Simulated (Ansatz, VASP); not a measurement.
**Two plane-wave programs on HfO2**

```xyz
6
Lattice="4.8308 0.0000 0.0000 0.0000 4.8308 0.0000 0.0000 0.0000 3.2102" Properties=species:S:1:pos:R:3 pbc="T T T"
Hf    0.0000    0.0000   -0.1990
Hf    2.4154    2.4154    1.8041
O     0.7598    3.7068    1.5300
O     1.6556    1.2914    0.0751
O     3.1752    3.5394    0.0751
O     4.0709    1.1240    1.5300
```

Change from the starting cell: mode 4 frozen in at -0.199 Å and mode 5 at -0.258 Å (largest displacements).

Alike in both runs: task single point; functional PBEsol; k mesh 6 × 6 × 8; occupations gaussian, width 0.05 eV; no spin polarisation.

|  | VASP | Ansatz |
| --- | --- | --- |
| version | VASP 6.6.1 | Ansatz 0.2.0 |
| potentials or method | VASP PAW PBE potentials, release 64 (Hf_pv, O), cutoff 520 eV | scalar-relativistic, plane waves, PAW |
| valence electrons in the cell | 44 | 76 |

```tsv
	VASP	Ansatz	Ansatz less VASP
gap on the k mesh at the Fermi level (eV)	4.12	4.16	+0.047
least direct gap on the mesh (eV)	4.14	4.19	+0.050
pressure (GPa)	-5.8	-3.2	+2.59
traceless stress, the component that is largest in VASP (GPa)	-1.14	-1.26	-0.117
rms of the force components (eV/Å)	0.446	0.430	-0.0160
```

VASP's potentials were made for PBE, not for PBEsol, and Ansatz warns of the same on its side. Atom by atom the forces differ by 0.036 eV/Å (rms over components). VASP's potentials hold 44 valence electrons a cell and Ansatz's 76, so a difference there can come from the potentials and not from the codes.

Spin-orbit coupling is off throughout.
